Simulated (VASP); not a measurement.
# WS2 (R3m) in VASP: a series of runs, part 2 of 2

VASP 6.6.1. Earlier steps stand in the parts before.

### 4 Single point, r2SCAN

This run uses another cell than the first one, of 18.45 Å³/atom.

File POSCAR:

```
WS2
1.0
    1.5997786986      0.9236326623      6.2444391255
   -1.5997786986      0.9236326623      6.2444391255
    0.0000000000     -1.8472653246      6.2444391255
W S
1 2
Direct
    0.0000000000      0.0000000000      0.0000000000
    0.5810000000      0.5810000000      0.5810000000
    0.7503000000      0.7503000000      0.7503000000
```

File INCAR.step1:

```
PREC     = Accurate       # precision mode
ENCUT    = 520            # plane-wave cutoff, eV
ISMEAR   = -1             # smearing method
SIGMA    = 0.05           # smearing width, eV
LREAL    = False          # projectors in reciprocal space
LASPH    = True           # aspherical terms in the spheres
NELM     = 80             # most SCF steps
NBANDS   = 20             # bands
GGA      = PE             # functional
ALGO     = Normal         # electronic algorithm
EDIFF    = 1E-4           # SCF threshold, eV
LWAVE    = True           # write WAVECAR
LCHARG   = False          # write CHGCAR
```

File INCAR.step2:

```
PREC     = Accurate       # precision mode
ENCUT    = 520            # plane-wave cutoff, eV
EDIFF    = 1E-7           # SCF threshold, eV
ISMEAR   = -1             # smearing method
SIGMA    = 0.05           # smearing width, eV
LREAL    = False          # projectors in reciprocal space
LASPH    = True           # aspherical terms in the spheres
NELM     = 80             # most SCF steps
ALGO     = Normal         # electronic algorithm
ISIF     = 2              # what is computed and relaxed
LWAVE    = False          # write WAVECAR
LCHARG   = False          # write CHGCAR
METAGGA  = R2SCAN         # meta-GGA
LMIXTAU  = True         
NBANDS   = 20             # bands
ISTART   = 1
```

File KPOINTS:

```
Automatic mesh
0
Gamma
  10 10 10
```

The run is started by

```sh
> cat potpaw_PBE.64/W_sv/POTCAR potpaw_PBE.64/S/POTCAR > POTCAR
> cp INCAR.step1 INCAR
> mpirun -np 1 vasp_std > vasp.out
> cp INCAR.step2 INCAR
> mpirun -np 1 vasp_std > vasp.out
```

Run time: 17 min. Hardware: 1 thread of Intel Xeon 8259CL, shared host; peak memory 0.44 GiB.

Results (log left out):

* Free energy: -70.0398 eV
* Pressure: -3.7 GPa
* Largest force: 0.981 eV/Å
* Band gap on the k mesh: 1.22 eV (least direct gap 2.25 eV)

Forces on the atoms (eV/Å):
```
W    0.000  0.000 -0.566
S    0.000  0.000  0.981
S    0.000  0.000 -0.414
```

Stress tensor (GPa, compression positive):
```
-3.13  0.00  0.00
 0.00 -3.13  0.00
 0.00  0.00 -4.78
```

Levels at points of the mesh, in eV from the valence-band top:
| k point | band 11 | band 12 | band 13 | band 14 | band 15 | band 16 |
| --- | --- | --- | --- | --- | --- | --- |
| (0.00, 0.00, 0.00) | -2.33 | -1.66 | -1.11 | 2.28 | 2.28 | 2.56 |
| (0.50, 0.00, 0.00) | -2.67 | -1.93 | -1.69 | 2.34 | 2.65 | 3.85 |
| (0.50, 0.50, 0.00) | -3.24 | -2.12 | -1.54 | 2.30 | 2.76 | 3.44 |
| (0.50, 0.50, 0.50) | -2.29 | -2.29 | 0.00 | 2.36 | 2.36 | 2.44 |

Caveat: the cell stands under tension; the PAW data sets were made with another functional, which shifts forces and pressure a little; spin-orbit coupling is left out, which moves the levels of the heavy elements. A k mesh can miss the band edges.

### 5 Single point, r2SCAN

This run uses another cell than the first one, of 18.81 Å³/atom.

File POSCAR:

```
WS2
1.0
    1.6099686466      0.9295158316      6.2842136955
   -1.6099686466      0.9295158316      6.2842136955
    0.0000000000     -1.8590316630      6.2842136955
W S
1 2
Direct
    0.0000000000      0.0000000000      0.0000000000
    0.5810000000      0.5810000000      0.5810000000
    0.7503000000      0.7503000000      0.7503000000
```

File INCAR.step1:

```
PREC = Accurate
ENCUT = 520
ISMEAR = -1
SIGMA = 0.05
LREAL = F
LASPH = T
NELM = 100
NBANDS = 20
GGA = PE
ALGO = Normal
EDIFF = 1E-4
LWAVE = T
LCHARG = F
```

File INCAR.step2:

```
PREC = Accurate
ENCUT = 520
EDIFF = 1E-6
ISMEAR = -1
SIGMA = 0.05
LREAL = F
LASPH = T
NELM = 100
ALGO = Normal
ISIF = 2
LWAVE = F
LCHARG = T
METAGGA = R2SCAN
LMIXTAU = T
LELF = T
LVHAR = T
NBANDS = 20
ISTART = 1
```

File KPOINTS:

```
regular mesh
0
Gamma
  10 10 10
```

Potentials or basis: VASP PAW PBE potentials, release 64 (W_sv, S).

The run is started by

```sh
> cat potpaw_PBE.64/W_sv/POTCAR potpaw_PBE.64/S/POTCAR > POTCAR
> cp INCAR.step1 INCAR
> mpirun -np 1 vasp_std > vasp.out
> cp INCAR.step2 INCAR
> mpirun -np 1 vasp_std > vasp.out
```

OUTCAR:

```text
PREC = Accurate
   ENCUT = 520
   EDIFF = 1E-6
   ISMEAR = -1
   LREAL = F
   LASPH = T
   NELM = 100
   ISIF = 2
   METAGGA = R2SCAN
   ISTART = 1

 ion  position               nearest neighbor table
   1  0.000  0.000  0.000-   3 2.44   3 2.44   3 2.44   2 2.46   2 2.46   2 2.46
   2  0.581  0.581  0.581-   1 2.46   1 2.46   1 2.46
   3  0.750  0.750  0.750-   1 2.44   1 2.44   1 2.44

  LATTYP: Found a trigonal (rhomboedric) cell.
 ALAT       =     6.5534220446
 COS(alpha) =     0.8792940837

  Lattice vectors:

 A1 = (   1.6099686466,   0.9295158316,   6.2842136955)
 A2 = (  -1.6099686466,   0.9295158316,   6.2842136955)
 A3 = (   0.0000000000,  -1.8590316630,   6.2842136955)

Analysis of symmetry for initial positions (statically):
=====================================================================
 Subroutine PRICEL returns:
 Original cell was already a primitive cell.

 Routine SETGRP: Setting up the symmetry group for a
 trigonal (rhombohedral) supercell.

 Subroutine GETGRP returns: Found  6 space group operations
 (whereof  6 operations were pure point group operations)
 out of a pool of 12 trial point group operations.

The static configuration has the point symmetry C_3v.

Analysis of symmetry for dynamics (positions and initial velocities):
=====================================================================
 Subroutine PRICEL returns:
 Original cell was already a primitive cell.

 Routine SETGRP: Setting up the symmetry group for a
 trigonal (rhombohedral) supercell.

 Subroutine GETGRP returns: Found  6 space group operations
 (whereof  6 operations were pure point group operations)
 out of a pool of 12 trial point group operations.

The dynamic configuration has the point symmetry C_3v.

 Subroutine INISYM returns: Found  6 space group operations
 (whereof  6 operations are pure point group operations),
 and found     1 'primitive' translations

----------------------------------------------------------------------------------------

                                     Primitive cell

  volume of cell :      56.4256

  direct lattice vectors                    reciprocal lattice vectors
     1.609968647  0.929515832  6.284213696     0.310565054  0.179304818  0.053042966
    -1.609968647  0.929515832  6.284213696    -0.310565054  0.179304818  0.053042966
     0.000000000 -1.859031663  6.284213696     0.000000000 -0.358609635  0.053042966

  length of vectors
     6.553422045  6.553422045  6.553422045     0.362511278  0.362511278  0.362511278

  position of ions in fractional coordinates (direct lattice)
     0.000000000  0.000000000  0.000000000
     0.581000000  0.581000000  0.581000000
     0.750300000  0.750300000  0.750300000

  ion indices of the primitive-cell ions
   primitive index   ion index
                 1           1
                 2           2
                 3           3

----------------------------------------------------------------------------------------

 KPOINTS: regular mesh

Automatic generation of k-mesh.
 Grid dimensions read from file:
 generate k-points for:   10   10   10

 Generating k-lattice:

  Cartesian coordinates                     Fractional coordinates (reciprocal lattice)
     0.031056505  0.017930482  0.005304297     0.100000000  0.000000000  0.000000000
    -0.031056505  0.017930482  0.005304297     0.000000000  0.100000000  0.000000000
     0.000000000 -0.035860964  0.005304297     0.000000000  0.000000000  0.100000000

  Length of vectors
     0.036251128  0.036251128  0.036251128

  Shift w.r.t. Gamma in fractional coordinates (k-lattice)
     0.000000000  0.000000000  0.000000000

 Subroutine IBZKPT returns following result:
 ===========================================

 Found    116 irreducible k-points:

 Following reciprocal coordinates:
            Coordinates               Weight
  0.000000  0.000000  0.000000      1.000000
  0.100000  0.000000  0.000000      6.000000
  0.200000  0.000000  0.000000      6.000000
  0.300000  0.000000  0.000000      6.000000
  0.400000  0.000000  0.000000      6.000000
  0.500000  0.000000  0.000000      3.000000
[... 16 lines left out ...]
  0.300000  0.300000 -0.000000      6.000000
  0.400000  0.300000 -0.000000     12.000000
 [... further k-points ...]
   k-points           NKPTS =    116   k-points in BZ     NKDIM =    116   number of bands    NBANDS=     20
   number of dos      NEDOS =    301   number of ions     NIONS =      3
   total plane-waves  NPLWV = 125000
   dimension x,y,z NGX =    50 NGY =   50 NGZ =   50
   dimension x,y,z NGXF=   100 NGYF=  100 NGZF=  100
   ions per type =               1   2
   NGX,Y,Z   is equivalent  to a cutoff of  12.68, 12.68, 12.68 a.u.
   NGXF,Y,Z  is equivalent  to a cutoff of  25.37, 25.37, 25.37 a.u.
 SYSTEM =  unknown system
   PREC   = accura    normal or accurate (medium, high low for compatibility)
   ISTART =      1    job   : 0-new  1-cont  2-samecut
   ICHARG =      0    charge: 1-file 2-atom 10-const
   ISPIN  =      1    spin polarized calculation?
   LNONCOLLINEAR =      F non collinear calculations
   LSORBIT =      F    spin-orbit coupling
   LASPH  =      T    aspherical Exc in radial PAW
   ENCUT  =  520.0 eV  38.22 Ry    6.18 a.u.  12.19 12.19 12.19*2*pi/ulx,y,z
   NELM   =    100;   NELMIN=  2; NELMDL=  0     # of ELM steps
   EDIFF  = 0.1E-05   stopping-criterion for ELM
   LREAL  =      F    real-space projection
   EDIFFG = 0.1E-04   stopping-criterion for IOM
   NSW    =      0    number of steps for IOM
   IBRION =     -1    ionic relax: 0-MD 1-quasi-New 2-CG
   NFREE  =      0    steps in history (QN), initial steepest desc. (CG)
   ISIF   =      2    stress and relaxation
   ISYM   =      2    0-nonsym 1-usesym 2-fastsym
   POTIM  = 0.5000    time-step for ionic-motion
   TEBEG  =    0.0;   TEEND  =   0.0 temperature during run
   PSTRESS=    0.0 pullay stress
   NELECT =      26.0000    total number of electrons
   NUPDOWN=      -1.0000    fix difference up-down
   EMIN   =  10.00;   EMAX   =-10.00  energy-range for DOS
   EFERMI =   0.00;   METHOD = LEGACY
   ISMEAR =    -1;   SIGMA  =   0.05  broadening in eV -4-tet -1-fermi 0-gaus
   EFERMI_NEDOS =   21; number of points for ismear=-14 and -15
   IALGO  =     38    algorithm
   IMIX   =      4    mixing-type and parameters
     AMIX     =   0.40;   BMIX     =  1.00
     AMIX_MAG =   1.60;   BMIX_MAG =  1.00
  volume/ion in A,a.u.               =      18.81       126.93
  Fermi-wavevector in a.u.,A,eV,Ry     =   1.264466  2.389494 21.754004  1.598874
  Thomas-Fermi vector in A             =   2.397770
   LORBIT       =      0    0 simple, 1 ext, 2 COOP (PROOUT), +10 PAW based schemes
   METAGGA = R2SCAN    functional components
   LHFCALC =     F    Hartree Fock is set to
   AEXX    =    0.0000 exact exchange contribution
   IVDW    =     0    specifies the selected vdW correction
   LEPSILON=     F    determine dielectric tensor
   LRPA    =     F    only Hartree local field effects (RPA)
 non-spin polarized calculation
  energy-cutoff  :      520.00
  volume of cell :       56.43
 maximum number of plane-waves:      1539
 NGX is ok and might be reduce to    50
   NGX = 25   NGY = 25   NGZ = 25

 number of electron      25.9999998 magnetization

 Free energy of the ion-electron system (eV)
  ---------------------------------------------------
  ext. energy  EPLUGINS =         0.00000000
  ---------------------------------------------------
  free energy    TOTEN  =       -70.00647451 eV

  energy without entropy =      -70.00647444  energy(sigma->0) =      -70.00647447

 E-fermi :   7.1532     XC(G=0): -11.3508

 val. band max:        6.5951165074   @ k =   0.5000   0.5000   0.5000
 cond. band min:       7.8218897851   @ k =  -0.2000   0.2000   0.0000
 fundamental gap:      1.2267732777
 Fermi energy:         7.1531737898

 k-point     1 :       0.0000    0.0000    0.0000
  band No.  band energies     occupation
      1     -70.0807      2.00000
      2     -33.6209      2.00000
      3     -33.4938      2.00000
      4     -33.4938      2.00000
      5      -9.3141      2.00000
      6      -7.4712      2.00000
[... 12 lines left out ...]
     19      14.9442      0.00000
[... 513 lines left out ...]
      4     -33.5667      2.00000
      5      -7.6203      2.00000
      6      -7.0276      2.00000
[... 12 lines left out ...]
     19      14.3304      0.00000
     20      15.4223      0.00000

 [... further k-points ...]

------------------------ aborting loop because EDIFF is reached ----------------------------------------

  FORCE on cell =-STRESS in cart. coord.  units (eV):
  Direction    XX          YY          ZZ          XY          YZ          ZX
  --------------------------------------------------------------------------------------
  -------------------------------------------------------------------------------------
  Total       -2.0475686     -2.0475686     -2.7007998      0.0000000     -0.0000000      0.0000000
  in kB      -58.1396810    -58.1396810    -76.6878519      0.0000000     -0.0000000      0.0000000
  external PRESSURE =     -64.3224046 kB  Pullay stress =       0.0000000 kB

 VOLUME and BASIS-vectors are now :
 -----------------------------------------------------------------------------
  energy-cutoff  :      520.00
  volume of cell :       56.43
      direct lattice vectors                 reciprocal lattice vectors
     1.609968647  0.929515832  6.284213696     0.310565054  0.179304818  0.053042966
    -1.609968647  0.929515832  6.284213696    -0.310565054  0.179304818  0.053042966
     0.000000000 -1.859031663  6.284213696     0.000000000 -0.358609635  0.053042966

 POSITION                                       TOTAL-FORCE (eV/Angst)
 -----------------------------------------------------------------------------------
      0.00000      0.00000      0.00000         0.000000     -0.000000     -0.541477
      0.00000      0.00000     10.95338         0.000000      0.000000      1.265085
      0.00000      0.00000     14.14514         0.000000     -0.000000     -0.723608
 -----------------------------------------------------------------------------------
    total drift:                                0.000000     -0.000000      0.000060

  FREE ENERGIE OF THE ION-ELECTRON SYSTEM (eV)
  ---------------------------------------------------
  free  energy   TOTEN  =       -70.0064745111 eV

  energy  without entropy=      -70.0064744359  energy(sigma->0) =      -70.00647447
```

OUTCAR.step1:

```text
PREC = Accurate
   ENCUT = 520
   ISMEAR = -1
   LREAL = F
   LASPH = T
[... 777 lines left out ...]
      0.00000      0.00000      0.00000         0.000000     -0.000000     -0.532516
      0.00000      0.00000     10.95338         0.000000      0.000000      1.026243
      0.00000      0.00000     14.14514         0.000000     -0.000000     -0.493727
 -----------------------------------------------------------------------------------
    total drift:                               -0.000000     -0.000000     -0.000831

  FREE ENERGIE OF THE ION-ELECTRON SYSTEM (eV)
  ---------------------------------------------------
  free  energy   TOTEN  =       -23.6038286114 eV

  energy  without entropy=      -23.6038284104  energy(sigma->0) =      -23.60382851
```

Run time: 24 min. Hardware: 1 thread of Intel Xeon 8259CL, shared host; peak memory 0.47 GiB.

Results:

```yaml
Free_energy: -70.0065 eV
Pressure: -6.4 GPa
Largest_force: 1.265 eV/Å
Band_gap_on_the_k_mesh: 1.23 eV (least direct gap 2.19 eV)
```

Forces in eV/Å, atoms in the order of the input:
```
W    0.000  0.000 -0.541
S    0.000  0.000  1.265
S    0.000  0.000 -0.724
```

Levels at points of the mesh, in eV from the valence-band top:
```
           k point  band 10  band 11  band 12  band 13  band 14  band 15  band 16  band 17
(0.00, 0.00, 0.00)    -2.27    -2.27    -1.64    -1.05     2.26     2.26     2.50     2.50
(0.50, 0.00, 0.00)    -4.08    -2.63    -1.90    -1.63     2.29     2.61     3.81     3.86
(0.50, 0.50, 0.00)    -4.00    -3.17    -2.08    -1.49     2.25     2.71     3.41     4.30
(0.50, 0.50, 0.50)    -3.47    -2.24    -2.24     0.00     2.31     2.31     2.41     2.41
```

Caveat: the cell stands under tension; the PAW data sets were made with another functional, which shifts forces and pressure a little; spin-orbit coupling is left out, which moves the levels of the heavy elements. A k mesh can miss the band edges.

### 6 The runs side by side

| cell | gap on the mesh (eV) | pressure (GPa) | largest force (eV/Å) |
| --- | --- | --- | --- |
| a = 6.427 Å, angles 28.4°, 3 atoms | 1.19 | 2.8 | 0.62 |
| a = 6.470 Å, angles 28.4°, 3 atoms | 1.20 | -0.6 | 0.67 |
| a = 6.512 Å, angles 28.4°, 3 atoms | 1.22 | -3.7 | 0.98 |
| a = 6.553 Å, angles 28.4°, 3 atoms | 1.23 | -6.4 | 1.27 |

Alike in all rows: task single point; level r2SCAN; potentials or basis VASP PAW PBE potentials, release 64 (W_sv, S); no spin polarisation; k mesh 10 × 10 × 10; cutoff (eV) 520; smearing fermi-dirac 0.05 eV.

Caveats: the PAW data sets were made with another functional, which shifts forces and pressure a little; spin-orbit coupling is left out, which moves the levels of the heavy elements; the cell stands under tension (at least some runs).

Total energies depend on the potentials used, so only differences within one code and one set of settings carry meaning.
